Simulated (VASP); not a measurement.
# MoS2 (P-3m1) in VASP: a series of runs, part 2 of 2

VASP 6.6.1. Earlier steps stand in the parts before.

## (5) Single point, LDA+U

This run uses another cell than the first one, of 18.98 Å³/atom, 0.962 times its volume.

Input file INCAR:

```
SYSTEM = MoS2
  ALGO = Normal
  EDIFF = 1E-6
  ENCUT = 520
  GGA = CA
  ISIF = 2
  ISMEAR = -1
  LASPH = .TRUE.
  LCHARG = .TRUE.
  LDAU = .TRUE.
  LDAUJ = 0 0
  LDAUL = 2 -1
  LDAUPRINT = 1
  LDAUTYPE = 2
  LDAUU = 5 0
  LELF = .TRUE.
  LMAXMIX = 4
  LREAL = .FALSE.
  LVHAR = .TRUE.
  LWAVE = .FALSE.
  NBANDS = 20
  NELM = 150
  PREC = Accurate
  SIGMA = 0.05
```

Input file KPOINTS:

```
k-points
0
G
  9 9 4
  0 0 0
```

Input file POSCAR:

```
MoS2
1.0
    3.2274645616      0.0000000000      0.0000000000
   -1.6137322808      2.7950663001      0.0000000000
    0.0000000000      0.0000000000      6.3124734200
Mo S
1 2
Direct
    0.0000000000      0.0000000000      0.5000000000
    0.6666666667      0.3333333333      0.7446806800
    0.3333333333      0.6666666667      0.2553193200
```

Potentials or basis: VASP PAW LDA potentials, release 64 (Mo_sv, S).

Command:

```console
$ cat potpaw_LDA.64/Mo_sv/POTCAR potpaw_LDA.64/S/POTCAR > POTCAR
$ mpirun -np 1 vasp_std > vasp.out
```

OUTCAR:

```text
SYSTEM = MoS2
   EDIFF = 1E-6
   ENCUT = 520
   GGA = CA
   ISIF = 2
   ISMEAR = -1
   LASPH = .TRUE.
   LREAL = .FALSE.
   NELM = 150
   PREC = Accurate

 ion  position               nearest neighbor table
   1  0.000  0.000  0.500-   2 2.42   3 2.42   3 2.42   2 2.42   2 2.42   3 2.42
   2  0.667  0.333  0.745-   1 2.42   1 2.42   1 2.42
   3  0.333  0.667  0.255-   1 2.42   1 2.42   1 2.42

  LATTYP: Found a hexagonal cell.
 ALAT       =     3.2274645616
 C/A-ratio  =     1.9558614199

  Lattice vectors:

 A1 = (   3.2274645616,   0.0000000000,   0.0000000000)
 A2 = (  -1.6137322808,   2.7950663001,   0.0000000000)
 A3 = (   0.0000000000,   0.0000000000,   6.3124734200)

Analysis of symmetry for initial positions (statically):
=====================================================================
 Subroutine PRICEL returns:
 Original cell was already a primitive cell.

 Routine SETGRP: Setting up the symmetry group for a
 hexagonal supercell.

 Subroutine GETGRP returns: Found 12 space group operations
 (whereof 12 operations were pure point group operations)
[... 194 lines left out ...]
 Free energy of the ion-electron system (eV)
  ---------------------------------------------------
  ext. energy  EPLUGINS =         0.00000000
  ---------------------------------------------------
  free energy    TOTEN  =       -17.62850410 eV

  energy without entropy =      -17.61969220  energy(sigma->0) =      -17.62409815

 E-fermi :   6.8847     XC(G=0): -10.7726

 val. band max:        6.8696393817   @ k =   0.0000   0.0000   0.5000
 cond. band min:       6.8876380914   @ k =   0.3333   0.2222   0.0000
 fundamental gap:      0.0179987097
 Fermi energy:         6.8847077519

 k-point     1 :       0.0000    0.0000    0.0000
  band No.  band energies     occupation
      1     -55.0610      2.00000
      2     -29.2609      2.00000
      3     -29.2609      2.00000
      4     -29.2229      2.00000
      5      -7.9665      2.00000
      6      -6.4725      2.00000
[... 541 lines left out ...]
     19      14.8979      0.00000
     20      15.1866      0.00000

 [... further k-points ...]
[... 5 lines left out ...]
  --------------------------------------------------------------------------------------
  -------------------------------------------------------------------------------------
  Total       -1.3662466     -1.3662466     -0.5563843      0.0000000      0.0000000      0.0000000
  in kB      -38.4402780    -38.4402780    -15.6542516      0.0000000      0.0000000      0.0000000
  external PRESSURE =     -30.8449358 kB  Pullay stress =       0.0000000 kB

 VOLUME and BASIS-vectors are now :
 -----------------------------------------------------------------------------
  energy-cutoff  :      520.00
  volume of cell :       56.94
      direct lattice vectors                 reciprocal lattice vectors
     3.227464562  0.000000000  0.000000000     0.309840737  0.178886633  0.000000000
    -1.613732281  2.795066300  0.000000000     0.000000000  0.357773266  0.000000000
     0.000000000  0.000000000  6.312473420     0.000000000  0.000000000  0.158416509

 POSITION                                       TOTAL-FORCE (eV/Angst)
 -----------------------------------------------------------------------------------
      0.00000      0.00000      3.15624         0.000000      0.000000      0.000000
      1.61373      0.93169      4.70078        -0.000000      0.000000      0.095324
     -0.00000      1.86338      1.61170         0.000000      0.000000     -0.095324
 -----------------------------------------------------------------------------------
    total drift:                                0.000000     -0.000000      0.000000

  FREE ENERGIE OF THE ION-ELECTRON SYSTEM (eV)
  ---------------------------------------------------
  free  energy   TOTEN  =       -17.6285041041 eV

  energy  without entropy=      -17.6196921968  energy(sigma->0) =      -17.62409815
```

OSZICAR:

```text
N       E                     dE             d eps       ncg     rms          rms(c)
DAV:   1     0.204087177333E+03    0.20409E+03   -0.14620E+04  1824   0.121E+03
DAV:   2    -0.115082176923E+02   -0.21560E+03   -0.21068E+03  2024   0.324E+02
DAV:   3    -0.195742026988E+02   -0.80660E+01   -0.79955E+01  2108   0.597E+01
DAV:   4    -0.196735507467E+02   -0.99348E-01   -0.99243E-01  2064   0.696E+00
DAV:   5    -0.196752118899E+02   -0.16611E-02   -0.16610E-02  2172   0.865E-01    0.229E+01
DAV:   6    -0.181391384575E+02    0.15361E+01   -0.17163E+01  1856   0.245E+01    0.903E+00
DAV:   7    -0.177263701643E+02    0.41277E+00   -0.50013E+00  1856   0.135E+01    0.547E+00
DAV:   8    -0.176284900979E+02    0.97880E-01   -0.58615E-01  1976   0.457E+00    0.146E+00
DAV:   9    -0.176285789328E+02   -0.88835E-04   -0.18886E-02  1972   0.980E-01    0.425E-01
DAV:  10    -0.176282462993E+02    0.33263E-03   -0.86061E-03  1976   0.650E-01    0.142E-01
DAV:  11    -0.176282909672E+02   -0.44668E-04   -0.72219E-04  1940   0.169E-01    0.874E-02
DAV:  12    -0.176283224648E+02   -0.31498E-04   -0.92964E-05  2016   0.537E-02    0.497E-02
DAV:  13    -0.176284544203E+02   -0.13196E-03   -0.58426E-04  1924   0.766E-02    0.293E-02
DAV:  14    -0.176284820568E+02   -0.27636E-04   -0.13547E-04  1960   0.444E-02    0.141E-02
DAV:  15    -0.176285012543E+02   -0.19198E-04   -0.19594E-04  1912   0.424E-02    0.765E-03
DAV:  16    -0.176285038588E+02   -0.26045E-05   -0.22943E-05  1944   0.192E-02    0.472E-03
DAV:  17    -0.176285041041E+02   -0.24528E-06   -0.23380E-06  1096   0.714E-03
   1 F= -.17628504E+02 E0= -.17624098E+02  d E =-.881191E-02
```

stdout:

```text
POSCAR found type information on POSCAR MoS
 POSCAR found :  2 types and       3 ions
 scaLAPACK will be used
 LDA part: xc-table for (Slater(with rela. corr.)+CA(PZ))
 , standard interpolation
 POSCAR, INCAR and KPOINTS ok, starting setup
 FFT: planning ... GRIDC
 FFT: planning ... GRID_SOFT
 FFT: planning ... GRID
 WAVECAR not read
 entering main loop
```

It took 36 s on 1 thread of Intel Xeon 6975P-C (Granite Rapids), shared host; peak memory 0.17 GiB.

What came out:

* Free energy: -17.6285 eV
* Pressure: -3.1 GPa
* Largest force: 0.095 eV/Å
* Band gap on the k mesh: zero (band 13 reaches 7.53 eV, above the bottom of band 14 at 6.46 eV)

Forces in eV/Å, atoms in the order of the input:
```
Mo   0.000  0.000  0.000
S    0.000  0.000  0.095
S    0.000  0.000 -0.095
```

Stress tensor (GPa, compression positive):
```
-3.84  0.00  0.00
 0.00 -3.84  0.00
 0.00  0.00 -1.57
```

Levels at points of the mesh, in eV from the Fermi level:
| k point | band 10 | band 11 | band 12 | band 13 | band 14 | band 15 | band 16 | band 17 |
| --- | --- | --- | --- | --- | --- | --- | --- | --- |
| (0.00, 0.00, 0.00) | -1.88 | -1.05 | -0.99 | -0.99 | -0.36 | -0.36 | 3.25 | 3.25 |
| (0.00, 0.00, 0.50) | -3.70 | -0.99 | -0.99 | -0.42 | -0.42 | -0.02 | 3.41 | 3.41 |

Eigenvalues of the final occupation matrices:
```
    site  spin  trace               eigenvalues
site 1 d     1   1.92  0.34 0.34 0.39 0.42 0.42
site 1 d     2   1.92  0.34 0.34 0.39 0.42 0.42
```

Caveat: U without spin polarisation on a metal has little footing.

## (6) Single point, r2SCAN+U

This run uses another cell than the first one, of 18.65 Å³/atom, 0.945 times its volume.

Input file POSCAR:

```
MoS2
1.0
    3.2343595618      0.0000000000      0.0000000000
   -1.6171797809      2.8010375455      0.0000000000
    0.0000000000      0.0000000000      6.1748233991
Mo S
1 2
Direct
    0.0000000000      0.0000000000      0.5000000000
    0.6666666667      0.3333333333      0.7499589851
    0.3333333333      0.6666666667      0.2500410149
```

Input file INCAR.step1:

```
SYSTEM = MoS2
PREC = Accurate
ENCUT = 520
ISMEAR = -1
SIGMA = 0.05
LREAL = .FALSE.
LASPH = .TRUE.
NELM = 150
LMAXMIX = 4
LDAU = .TRUE.
LDAUTYPE = 2
LDAUL = 2 -1
LDAUU = 5 0
LDAUJ = 0 0
NBANDS = 20
GGA = PE
ALGO = Normal
EDIFF = 1E-4
LWAVE = .TRUE.
LCHARG = .FALSE.
```

Input file INCAR.step2:

```
SYSTEM = MoS2
PREC = Accurate
ENCUT = 520
EDIFF = 1E-6
ISMEAR = -1
SIGMA = 0.05
LREAL = .FALSE.
LASPH = .TRUE.
NELM = 150
ALGO = Normal
ISIF = 2
LWAVE = .FALSE.
LCHARG = .FALSE.
LMAXMIX = 4
LDAU = .TRUE.
LDAUTYPE = 2
LDAUL = 2 -1
LDAUU = 5 0
LDAUJ = 0 0
LDAUPRINT = 1
METAGGA = R2SCAN
LMIXTAU = .TRUE.
NBANDS = 20
ISTART = 1
```

Input file KPOINTS:

```
regular mesh
0
G
  9 9 4
  0 0 0
```

Potentials or basis: VASP PAW PBE potentials, release 64 (Mo_sv, S).

Command:

```console
$ cat potpaw_PBE.64/Mo_sv/POTCAR potpaw_PBE.64/S/POTCAR > POTCAR
$ cp INCAR.step1 INCAR
$ mpirun -np 1 vasp_std > vasp.out
$ cp INCAR.step2 INCAR
$ mpirun -np 1 vasp_std > vasp.out
```

OUTCAR:

```text
SYSTEM = MoS2
   PREC = Accurate
   ENCUT = 520
   EDIFF = 1E-6
   ISMEAR = -1
   LREAL = .FALSE.
   LASPH = .TRUE.
   NELM = 150
   ISIF = 2
   METAGGA = R2SCAN
   ISTART = 1

 ion  position               nearest neighbor table
   1  0.000  0.000  0.500-   2 2.42   3 2.42   2 2.42   3 2.42   2 2.42   3 2.42
   2  0.667  0.333  0.750-   1 2.42   1 2.42   1 2.42
   3  0.333  0.667  0.250-   1 2.42   1 2.42   1 2.42

  LATTYP: Found a hexagonal cell.
 ALAT       =     3.2343595618
 C/A-ratio  =     1.9091332553

  Lattice vectors:
[... 230 lines left out ...]
      5      -8.4871      2.00000
      6      -6.8884      2.00000
[... 541 lines left out ...]
     19      15.9127      0.00000
     20      16.1304      0.00000

 [... further k-points ...]
[... 5 lines left out ...]
  --------------------------------------------------------------------------------------
  -------------------------------------------------------------------------------------
  Total        1.0586160      1.0586160      0.7941133      0.0000000      0.0000000     -0.0000000
  in kB       30.3191673     30.3191673     22.7437081      0.0000000      0.0000000     -0.0000000
  external PRESSURE =      27.7940142 kB  Pullay stress =       0.0000000 kB

 VOLUME and BASIS-vectors are now :
 -----------------------------------------------------------------------------
  energy-cutoff  :      520.00
  volume of cell :       55.94
      direct lattice vectors                 reciprocal lattice vectors
     3.234359562  0.000000000  0.000000000     0.309180220  0.178505283  0.000000000
    -1.617179781  2.801037545  0.000000000     0.000000000  0.357010566  0.000000000
     0.000000000  0.000000000  6.174823399     0.000000000  0.000000000  0.161947951

 POSITION                                       TOTAL-FORCE (eV/Angst)
 -----------------------------------------------------------------------------------
      0.00000      0.00000      3.08741        -0.000000      0.000000      0.000000
      1.61718      0.93368      4.63086        -0.000000     -0.000000      0.238304
     -0.00000      1.86736      1.54396         0.000000      0.000000     -0.238304
 -----------------------------------------------------------------------------------
    total drift:                                0.000000      0.000000      0.000000

  FREE ENERGIE OF THE ION-ELECTRON SYSTEM (eV)
  ---------------------------------------------------
  free  energy   TOTEN  =       -38.2830362227 eV

  energy  without entropy=      -38.2722904116  energy(sigma->0) =      -38.27766332
```

It took 2.4 min on 1 thread of Intel Xeon 6975P-C (Granite Rapids), shared host; peak memory 0.19 GiB.

What came out:

| Quantity | Value |
| --- | --- |
| Free energy | -38.2830 eV |
| Pressure | 2.8 GPa |
| Largest force | 0.238 eV/Å |
| Band gap on the k mesh | zero (band 13 reaches 8.02 eV, above the bottom of band 14 at 6.59 eV) |

Forces on the atoms (eV/Å):
```
Mo   0.000  0.000  0.000
S    0.000  0.000  0.238
S    0.000  0.000 -0.238
```

Levels at points of the mesh, in eV from the Fermi level:
| k point | band 11 | band 12 | band 13 | band 14 | band 15 | band 16 |
| --- | --- | --- | --- | --- | --- | --- |
| (0.00, 0.00, 0.00) | -1.10 | -1.10 | -0.95 | -0.53 | -0.53 | 3.34 |
| (0.00, 0.00, 0.50) | -1.11 | -1.11 | -0.62 | -0.62 | 0.12 | 3.56 |

Eigenvalues of the final occupation matrices:
```csv
site,spin,trace,eigenvalues
site 1 d,1,1.88,0.33 0.33 0.36 0.43 0.43
site 1 d,2,1.88,0.33 0.33 0.36 0.43 0.43
```

Caveat: the PAW data sets were made with another functional, which shifts forces and pressure a little; U without spin polarisation on a metal has little footing.

## (7) Overview

```tsv
level	potentials or basis	U	cell	gap on the mesh (eV)	pressure (GPa)	largest force (eV/Å)
BLYP+D4	VASP PAW PBE potentials, release 64 (Mo_sv, S)	-	a = 3.270, b = 3.270, c = 6.396 Å, angles 90.0, 90.0, 120.0°, 3 atoms	none	-3.4	0.03
RPBE	VASP PAW PBE potentials, release 64 (Mo_sv, S)	-	a = 3.291, b = 3.291, c = 6.436 Å, angles 90.0, 90.0, 120.0°, 3 atoms	none	-3.6	0.51
BLYP+D4	VASP PAW PBE potentials, release 64 (Mo_sv, S)	-	a = 3.291, b = 3.291, c = 6.436 Å, angles 90.0, 90.0, 120.0°, 3 atoms	none	-5.5	0.24
LDA+U	VASP PAW LDA potentials, release 64 (Mo_sv, S)	Mo d U = 5.0 eV	a = 3.227, b = 3.227, c = 6.312 Å, angles 90.0, 90.0, 120.0°, 3 atoms	none	-3.1	0.10
r2SCAN+U	VASP PAW PBE potentials, release 64 (Mo_sv, S)	Mo d U = 5.0 eV	a = 3.234, b = 3.234, c = 6.175 Å, angles 90.0, 90.0, 120.0°, 3 atoms	none	2.8	0.24
```

Alike in all rows: task single point; no spin polarisation; k mesh 9 × 9 × 4; cutoff (eV) 520; smearing fermi-dirac 0.05 eV.

Caveats: the PAW data sets were made with another functional, which shifts forces and pressure a little (some runs); U without spin polarisation on a metal has little footing (some runs); this functional lacks dispersion, which binds the layers, so the pressure and a relaxed spacing across them are unreliable (some runs).

Total energies depend on the potentials used, so only differences within one code and one set of settings carry meaning.
